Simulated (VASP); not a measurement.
Input of a VASP 6.6.1 run:

File POSCAR:

```
TiTe2
1.0
    3.7768978388      0.0000000000      0.0000000000
   -1.8884489194      3.2708894759      0.0000000000
    0.0000000000      0.0000000000      6.4983486841
Ti Te
1 2
Direct
    0.0000000000      0.0000000000      0.0000000000
    0.3333333333      0.6666666667      0.2597508310
    0.6666666667      0.3333333333      0.7402491690
```

INCAR.step1

```
SYSTEM = TiTe2
  ALGO = Normal
  EDIFF = 1E-4
  ENCUT = 520
  GGA = PE
  ISMEAR = 0
  LASPH = .TRUE.
  LCHARG = .FALSE.
  LREAL = .FALSE.
  LWAVE = .TRUE.
  NBANDS = 19
  NELM = 80
  PREC = Accurate
  SIGMA = 0.05
```

The input INCAR.step2:

```
SYSTEM = TiTe2
  ALGO = Normal
  EDIFF = 1E-6
  ENCUT = 520
  ISIF = 2
  ISMEAR = 0
  ISTART = 1
  IVDW = 12
  LASPH = .TRUE.
  LCHARG = .FALSE.
  LMIXTAU = .TRUE.
  LREAL = .FALSE.
  LWAVE = .FALSE.
  METAGGA = R2SCAN
  NBANDS = 19
  NELM = 80
  PREC = Accurate
  SIGMA = 0.05
  VDW_A1 = 0.49484001
  VDW_A2 = 5.73083694
  VDW_S6 = 1.0
  VDW_S8 = 0.78981345
```

File KPOINTS:

```
k-points
0
G
  8 8 4
  0 0 0
```

Potentials or basis: VASP PAW PBE potentials, release 64 (Ti_sv, Te).

Command:

```sh
$ cat potpaw_PBE.64/Ti_sv/POTCAR potpaw_PBE.64/Te/POTCAR > POTCAR
$ cp INCAR.step1 INCAR
$ mpirun -np 1 vasp_std > vasp.out
$ cp INCAR.step2 INCAR
$ mpirun -np 1 vasp_std > vasp.out
```

**Question.** Predict the band gap on the k mesh.

**Answer.** Zero (band 12 reaches 7.23 eV, above the bottom of band 13 at 6.60 eV).

**Question.** Predict the largest force.

**Answer.** 0.009 eV/Å.

**Question.** Predict the pressure.

**Answer.** 0.3 GPa.

**Question.** Estimate the dispersion energy per atom.

**Answer.** -0.229 eV.

Stress tensor (GPa, compression positive):
```
0.41 0.00 0.00
0.00 0.41 0.00
0.00 0.00 0.17
```

Caveat: three body term missing; the PAW data sets were made with another functional, which shifts forces and pressure a little; spin-orbit coupling is left out, which moves the levels of the heavy elements.
